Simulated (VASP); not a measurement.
A run of VASP 6.6.1:

The input INCAR:

```
PREC = Accurate ; ENCUT = 520
EDIFF = 1E-6 ; ISMEAR = 0
SIGMA = 0.05 ; LREAL = False
LASPH = True ; NELM = 150
ALGO = Normal ; ISIF = 2
LWAVE = False ; LCHARG = False
ISPIN = 2 ; MAGMOM = 0.5 0.5
LORBIT = 11 ; GGA = PE
NBANDS = 20
```

The input KPOINTS:

```
regular mesh
0
Gamma
  1 1 9
```

POSCAR

```
K
1.0
   10.9000000000      0.0000000000      0.0000000000
    0.0000000000      9.3000000000      0.0000000000
    0.0000000000      0.0000000000      5.3627633896
K
2
Direct
    0.3418858357      0.5000000000      0.0000000000
    0.6581141643      0.5000000000      0.5000000000
```

Potentials or basis: VASP PAW PBE potentials, release 64 (K_sv).

Command:

```console
$ cat potpaw_PBE.64/K_sv/POTCAR > POTCAR
$ mpirun -np 1 vasp_std > vasp.out
```

Hardware: 1 thread of Oxide Virtual Turin-like Processor (shared host).

Estimate the wall time of this run.

It took 6.7 min on 1 thread of Oxide Virtual Turin-like Processor, on a shared host, peak memory 0.65 GiB. Counts: scf iterations 22, k points 5.
